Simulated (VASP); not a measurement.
# WC: single point with PBE

The system is WC.

```
CELL_PARAMETERS angstrom
0.00548 2.19268 2.19268
2.19268 0.00548 2.19268
2.19817 2.19817 0.00000
ATOMIC_POSITIONS crystal
W 0.00000 0.00000 0.00000
C 0.50000 0.50000 0.50000
```

```json
{"Program": "VASP 6.6.1", "Task": "single point", "Functional": "PBE", "Potentials or basis": "VASP PAW PBE potentials, release 64 (W_sv, C)", "Cutoff": "520 eV", "k mesh": "14 × 14 × 14", "Occupations": "fermi-dirac, width 0.1 eV", "Spin": "no spin polarisation", "Dipole correction": "no", "Further INCAR settings": "ALGO = Normal; EDIFF = 1e-06; NBANDS = 16"}
```

```
Pressure               : -0.3 GPa
Band gap on the k mesh : zero (bands 9 and 10 overlap by 3.10 eV)
```

Stress tensor (GPa, compression positive):
```
-0.27 -0.49  0.00
-0.49 -0.27  0.00
 0.00  0.00 -0.27
```

Levels at points of the mesh, in eV from the Fermi level:
```
           k point  band 6  band 7  band 8  band 9  band 10  band 11  band 12  band 13
(0.00, 0.00, 0.00)   -2.76   -2.72   -2.69   -1.06    -1.04    -1.02    -0.94    -0.94
(0.50, 0.00, 0.00)   -9.76   -6.59   -6.55    1.05     1.10     2.37     4.93     8.80
(0.50, 0.50, 0.00)   -5.74   -5.57   -2.51   -2.45     0.87     2.29     2.29     5.46
(0.00, 0.00, 0.50)   -9.77   -6.56   -6.52    1.03     1.08     2.34     4.96     8.77
(0.50, 0.00, 0.50)   -5.74   -5.57   -2.48   -2.48     0.87     2.29     2.29     5.46
```

Run time: 2.4 min on 1 thread of Intel Xeon 8259CL, on a shared host, peak memory 0.26 GiB.

Caveat: spin-orbit coupling is left out, which moves the levels of the heavy elements.
